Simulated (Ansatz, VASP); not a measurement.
One calculation of Ca, two programs

Contents of INCAR:

```
PREC     = Accurate       # precision mode
ENCUT    = 520            # plane-wave cutoff, eV
EDIFF    = 1E-6           # SCF threshold, eV
ISMEAR   = -1             # smearing method
SIGMA    = 0.1            # smearing width, eV
LREAL    = F              # projectors in reciprocal space
LASPH    = T              # aspherical terms in the spheres
NELM     = 150            # most SCF steps
ALGO     = Fast           # electronic algorithm
ISIF     = 2              # what is computed and relaxed
LWAVE    = F              # write WAVECAR
LCHARG   = F              # write CHGCAR
ISPIN    = 2              # spin polarisation
MAGMOM   = 0.5            # initial moments
LORBIT   = 11             # projections on sites
GGA      = PE             # functional
IVDW     = 13             # dispersion correction
NBANDS   = 15             # bands
```

Contents of KPOINTS:

```
Automatic mesh
0
Gamma
  7 7 7
```

File POSCAR:

```
Ca
1.0
   -2.2097260186      2.2097260186      2.2097260186
    2.2097260186     -2.2097260186      2.2097260186
    2.2097260186      2.2097260186     -2.2097260186
Ca
1
Direct
    0.0000000000      0.0000000000      0.0000000000
```

File input.yaml:

```yaml
crystal:
  lattice:
    - [-2.2097260186, 2.2097260186, 2.2097260186]
    - [2.2097260186, -2.2097260186, 2.2097260186]
    - [2.2097260186, 2.2097260186, -2.2097260186]
  atoms:
    - { symbol: Ca, position: [0.0, 0.0, 0.0], spin: 0.5 }
hamiltonian:
  xc: pbe
  pseudopotentials: { kind: nc, accuracy: standard, xc_functional: pbesol }
  dispersion: d4
magnetization:
  spin_polarized: true
kpoints:
  mp_grid: { grid: [7, 7, 7] }
scf:
  occupations: { method: fermi_dirac, width: 0.1 }
  n_extra_bands: 6
output:
  forces: true
  stress: true
  eigenvalues: true
  dos: { projected: false, de: 0.05, nscf_kmesh: { grid: [11, 11, 11] } }
  write_density: true
  write_potential: true
  elf: true
  volumetric_format: npy
```

Change from the starting cell: volume scaled by 0.96.

Alike in both runs: functional PBE; dispersion D4; k mesh 7 × 7 × 7; occupations fermi-dirac, width 0.1 eV; collinear spin.

```csv
,VASP,Ansatz
version,VASP 6.6.1,Ansatz 0.2.0
potentials or method,"VASP PAW PBE potentials, release 64 (Ca_sv)",PseudoDojo standard (PBEsol files)
plane-wave cutoff (eV),520,925
valence electrons in the cell,10,10
task,single point,density of states
```

|  | VASP | Ansatz | Ansatz less VASP |
| --- | --- | --- | --- |
| gap on the k mesh at the Fermi level (eV) | none | none | - |
| pressure (GPa) | -1.0 | -1.0 | -0.03 |
| net moment per atom (μB) | 0.00 | 0.00 | 0.000 |

A gap of «none» marks a metal or a gap that the smearing closes.
